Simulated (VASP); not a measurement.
# Au (Im-3m) in VASP: notebook

Runs on Au. Level: r2SCAN. Tasks: single point.

Program: VASP 6.6.1. These are calculated values, not measurements. Logs are shortened: lines on timing, memory, paths and dates and some standing lists are left out, and cuts for length are marked.

## (1) The cell of the first run

Symmetry: Im-3m, No. 229, cubic system. Conventional cell: a = 3.381 Å, b = 3.381 Å, c = 3.381 Å, α = 90.00°, β = 90.00°, γ = 90.00°. Au (site symmetry m-3m) has 14 Au at 2.93 to 3.38 Å within 3.9 Å.

## (2) Single point, r2SCAN (volume scaled by 1.10)

POSCAR reads:

```
Au
1.0
   -1.6905527391      1.6905527391      1.6905527391
    1.6905527391     -1.6905527391      1.6905527391
    1.6905527391      1.6905527391     -1.6905527391
Au
1
Direct
    0.0000000000      0.0000000000      0.0000000000
```

INCAR.step1 reads:

```
PREC = Accurate
ENCUT = 520
ISMEAR = 0
SIGMA = 0.1
LREAL = F
LASPH = T
NELM = 80
NBANDS = 12
GGA = PE
ALGO = Normal
EDIFF = 1E-4
LWAVE = T
LCHARG = F
```

INCAR.step2 reads:

```
PREC = Accurate
ENCUT = 520
EDIFF = 1E-6
ISMEAR = 0
SIGMA = 0.1
LREAL = F
LASPH = T
NELM = 80
ALGO = Normal
ISIF = 2
LWAVE = F
LCHARG = T
METAGGA = R2SCAN
LMIXTAU = T
LELF = T
LVHAR = T
NBANDS = 12
ISTART = 1
```

KPOINTS reads:

```
Automatic mesh
0
Gamma
  18 18 18
```

Potentials or basis: VASP PAW PBE potentials, release 64 (Au).

Started as:

```bash
cat potpaw_PBE.64/Au/POTCAR > POTCAR
cp INCAR.step1 INCAR
mpirun -np 1 vasp_std > vasp.out
cp INCAR.step2 INCAR
mpirun -np 1 vasp_std > vasp.out
```

OUTCAR:

```text
PREC = Accurate
   ENCUT = 520
   EDIFF = 1E-6
   ISMEAR = 0
   LREAL = F
   LASPH = T
   NELM = 80
   ISIF = 2
   METAGGA = R2SCAN
   ISTART = 1

 ion  position               nearest neighbor table
   1  0.000  0.000  0.000-

  LATTYP: Found a body centered cubic cell.
 ALAT       =     3.3811054782

  Lattice vectors:

 A1 = (  -1.6905527391,   1.6905527391,   1.6905527391)
 A2 = (   1.6905527391,  -1.6905527391,   1.6905527391)
 A3 = (   1.6905527391,   1.6905527391,  -1.6905527391)

Analysis of symmetry for initial positions (statically):
=====================================================================
 Subroutine PRICEL returns:
 Original cell was already a primitive cell.

 Routine SETGRP: Setting up the symmetry group for a
 body centered cubic supercell.

 Subroutine GETGRP returns: Found 48 space group operations
 (whereof 48 operations were pure point group operations)
 out of a pool of 48 trial point group operations.

The static configuration has the point symmetry O_h .

Analysis of symmetry for dynamics (positions and initial velocities):
=====================================================================
 Subroutine PRICEL returns:
 Original cell was already a primitive cell.

 Routine SETGRP: Setting up the symmetry group for a
 body centered cubic supercell.

 Subroutine GETGRP returns: Found 48 space group operations
 (whereof 48 operations were pure point group operations)
 out of a pool of 48 trial point group operations.

The dynamic configuration has the point symmetry O_h .

 Subroutine INISYM returns: Found 48 space group operations
 (whereof 48 operations are pure point group operations),
 and found     1 'primitive' translations

----------------------------------------------------------------------------------------

                                     Primitive cell

  volume of cell :      19.3262

  direct lattice vectors                    reciprocal lattice vectors
    -1.690552739  1.690552739  1.690552739     0.000000000  0.295761255  0.295761255
     1.690552739 -1.690552739  1.690552739     0.295761255  0.000000000  0.295761255
     1.690552739  1.690552739 -1.690552739     0.295761255  0.295761255  0.000000000

  length of vectors
     2.928123237  2.928123237  2.928123237     0.418269578  0.418269578  0.418269578

  position of ions in fractional coordinates (direct lattice)
     0.000000000  0.000000000  0.000000000

  ion indices of the primitive-cell ions
   primitive index   ion index
                 1           1

----------------------------------------------------------------------------------------

 KPOINTS: Automatic mesh

Automatic generation of k-mesh.
 Grid dimensions read from file:
 generate k-points for:   18   18   18

 Generating k-lattice:

  Cartesian coordinates                     Fractional coordinates (reciprocal lattice)
     0.000000000  0.016431181  0.016431181     0.055555556  0.000000000  0.000000000
     0.016431181  0.000000000  0.016431181     0.000000000  0.055555556  0.000000000
     0.016431181  0.016431181  0.000000000     0.000000000  0.000000000  0.055555556

  Length of vectors
     0.023237199  0.023237199  0.023237199

  Shift w.r.t. Gamma in fractional coordinates (k-lattice)
     0.000000000  0.000000000  0.000000000

 Subroutine IBZKPT returns following result:
 ===========================================

 Found    195 irreducible k-points:

 Following reciprocal coordinates:
            Coordinates               Weight
  0.000000  0.000000  0.000000      1.000000
  0.055556  0.000000  0.000000     12.000000
  0.111111  0.000000  0.000000     12.000000
  0.166667  0.000000  0.000000     12.000000
  0.222222  0.000000  0.000000     12.000000
  0.277778  0.000000  0.000000     12.000000
[... 16 lines left out ...]
  0.333333  0.111111 -0.000000     48.000000
  0.388889  0.111111  0.000000     48.000000
 [... further k-points ...]
   k-points           NKPTS =    195   k-points in BZ     NKDIM =    195   number of bands    NBANDS=     12
   number of dos      NEDOS =    301   number of ions     NIONS =      1
   total plane-waves  NPLWV =  13824
   dimension x,y,z NGX =    24 NGY =   24 NGZ =   24
   dimension x,y,z NGXF=    48 NGYF=   48 NGZF=   48
   ions per type =               1
   NGX,Y,Z   is equivalent  to a cutoff of  13.63, 13.63, 13.63 a.u.
   NGXF,Y,Z  is equivalent  to a cutoff of  27.25, 27.25, 27.25 a.u.
 SYSTEM =  unknown system
   PREC   = accura    normal or accurate (medium, high low for compatibility)
   ISTART =      1    job   : 0-new  1-cont  2-samecut
   ICHARG =      0    charge: 1-file 2-atom 10-const
   ISPIN  =      1    spin polarized calculation?
   LNONCOLLINEAR =      F non collinear calculations
   LSORBIT =      F    spin-orbit coupling
   LASPH  =      T    aspherical Exc in radial PAW
   ENCUT  =  520.0 eV  38.22 Ry    6.18 a.u.   5.44  5.44  5.44*2*pi/ulx,y,z
   NELM   =     80;   NELMIN=  2; NELMDL=  0     # of ELM steps
   EDIFF  = 0.1E-05   stopping-criterion for ELM
   LREAL  =      F    real-space projection
   EDIFFG = 0.1E-04   stopping-criterion for IOM
   NSW    =      0    number of steps for IOM
   IBRION =     -1    ionic relax: 0-MD 1-quasi-New 2-CG
   NFREE  =      0    steps in history (QN), initial steepest desc. (CG)
   ISIF   =      2    stress and relaxation
   ISYM   =      2    0-nonsym 1-usesym 2-fastsym
   POTIM  = 0.5000    time-step for ionic-motion
   TEBEG  =    0.0;   TEEND  =   0.0 temperature during run
   PSTRESS=    0.0 pullay stress
   NELECT =      11.0000    total number of electrons
   NUPDOWN=      -1.0000    fix difference up-down
   EMIN   =  10.00;   EMAX   =-10.00  energy-range for DOS
   EFERMI =   0.00;   METHOD = LEGACY
   ISMEAR =     0;   SIGMA  =   0.10  broadening in eV -4-tet -1-fermi 0-gaus
   EFERMI_NEDOS =   21; number of points for ismear=-14 and -15
   IALGO  =     38    algorithm
   IMIX   =      4    mixing-type and parameters
     AMIX     =   0.40;   BMIX     =  1.00
     AMIX_MAG =   1.60;   BMIX_MAG =  1.00
  volume/ion in A,a.u.               =      19.33       130.42
  Fermi-wavevector in a.u.,A,eV,Ry     =   1.356720  2.563830 25.044109  1.840690
  Thomas-Fermi vector in A             =   2.483700
   LORBIT       =      0    0 simple, 1 ext, 2 COOP (PROOUT), +10 PAW based schemes
   METAGGA = R2SCAN    functional components
   LHFCALC =     F    Hartree Fock is set to
   AEXX    =    0.0000 exact exchange contribution
   IVDW    =     0    specifies the selected vdW correction
   LEPSILON=     F    determine dielectric tensor
   LRPA    =     F    only Hartree local field effects (RPA)
 non-spin polarized calculation
 Gauss-broadening in eV      SIGMA  =   0.10
  energy-cutoff  :      520.00
  volume of cell :       19.33
 maximum number of plane-waves:       537
 NGX is ok and might be reduce to    24
   NGX = 11   NGY = 11   NGZ = 11

 number of electron      11.0000003 magnetization

 Free energy of the ion-electron system (eV)
  ---------------------------------------------------
  ext. energy  EPLUGINS =         0.00000000
  ---------------------------------------------------
  free energy    TOTEN  =       -50.51240039 eV

  energy without entropy =      -50.50974868  energy(sigma->0) =      -50.51107454

 E-fermi :   7.5032     XC(G=0): -12.7448

 val. band max:        7.4991426229   @ k =   0.3889   0.0556   0.0556
 cond. band min:       7.5065170765   @ k =   0.2778   0.1111   0.1111
 fundamental gap:      0.0073744536
 Fermi energy:         7.5032081433

 k-point     1 :       0.0000    0.0000    0.0000
  band No.  band energies     occupation
      1      -1.3851      2.00000
      2       2.9011      2.00000
      3       2.9011      2.00000
      4       2.9011      2.00000
      5       4.5114      2.00000
      6       4.5114      2.00000
      7      24.7019      0.00000
      8      24.7019      0.00000
      9      24.7019      0.00000
     10      30.3254      0.00000
     11      30.3254      0.00000
     12      30.3254      0.00000

 k-point     2 :       0.0556    0.0000    0.0000
  band No.  band energies     occupation
      1      -1.2793      2.00000
      2       2.8716      2.00000
      3       2.9058      2.00000
      4       2.9701      2.00000
      5       4.4767      2.00000
      6       4.5132      2.00000
      7      24.6231      0.00000
      8      24.7145      0.00000
      9      24.8202      0.00000
     10      29.2246      0.00000
     11      29.4038      0.00000
     12      29.9122      0.00000

 k-point     3 :       0.1111    0.0000    0.0000
  band No.  band energies     occupation
      1      -0.9698      2.00000
      2       2.7878      2.00000
      3       2.9182      2.00000
      4       3.1733      2.00000
      5       4.3908      2.00000
      6       4.5192      2.00000
      7      24.1039      0.00000
      8      24.6210      0.00000
      9      25.1635      0.00000
     10      27.6522      0.00000
     11      28.3754      0.00000
     12      28.8413      0.00000
[... 286 lines left out ...]
 k-point    23 :       0.3333    0.1111   -0.0000
  band No.  band energies     occupation
      1       1.2230      2.00000
      2       2.1781      2.00000
      3       3.9422      2.00000
      4       4.3777      2.00000
      5       4.8176      2.00000
      6       6.5193      2.00000
      7      13.4539      0.00000
      8      19.6333      0.00000
      9      21.4298      0.00000
     10      27.8614      0.00000
     11      29.9875      0.00000
     12      30.6446      0.00000

 k-point    24 :       0.3889    0.1111    0.0000
  band No.  band energies     occupation
      1       1.2022      2.00000
      2       2.1115      2.00000
      3       4.2169      2.00000
      4       4.4108      2.00000
      5       5.1259      2.00000
      6       7.6574      0.02920
      7      11.5020      0.00000
      8      19.1712      0.00000
      9      20.9667      0.00000
     10      28.2536      0.00000
     11      30.1254      0.00000
     12      30.4908      0.00000

 [... further k-points ...]
[... 5 lines left out ...]
  --------------------------------------------------------------------------------------
  -------------------------------------------------------------------------------------
  Total       -1.2668298     -1.2668298     -1.2668298      0.0000000     -0.0000000      0.0000000
  in kB     -105.0225823   -105.0225823   -105.0225823      0.0000000     -0.0000000      0.0000000
  external PRESSURE =    -105.0225823 kB  Pullay stress =       0.0000000 kB

 VOLUME and BASIS-vectors are now :
 -----------------------------------------------------------------------------
  energy-cutoff  :      520.00
  volume of cell :       19.33
      direct lattice vectors                 reciprocal lattice vectors
    -1.690552739  1.690552739  1.690552739     0.000000000  0.295761255  0.295761255
     1.690552739 -1.690552739  1.690552739     0.295761255  0.000000000  0.295761255
     1.690552739  1.690552739 -1.690552739     0.295761255  0.295761255  0.000000000

 POSITION                                       TOTAL-FORCE (eV/Angst)
 -----------------------------------------------------------------------------------
      0.00000      0.00000      0.00000        -0.000000      0.000000     -0.000000
 -----------------------------------------------------------------------------------
    total drift:                               -0.000000      0.000000      0.000000

  FREE ENERGIE OF THE ION-ELECTRON SYSTEM (eV)
  ---------------------------------------------------
  free  energy   TOTEN  =       -50.5124003900 eV

  energy  without entropy=      -50.5097486814  energy(sigma->0) =      -50.51107454
```

Wall time 46 s (1 thread of Intel Xeon 6975P-C (Granite Rapids), shared host); peak memory 0.18 GiB.

What came out:

```yaml
Free_energy: -50.5124 eV
Pressure: -10.5 GPa
```

Caveat: the PAW data sets were made with another functional, which shifts forces and pressure a little; spin-orbit coupling is left out, which moves the levels of the heavy elements.

(Continued in part 2 of 2.)
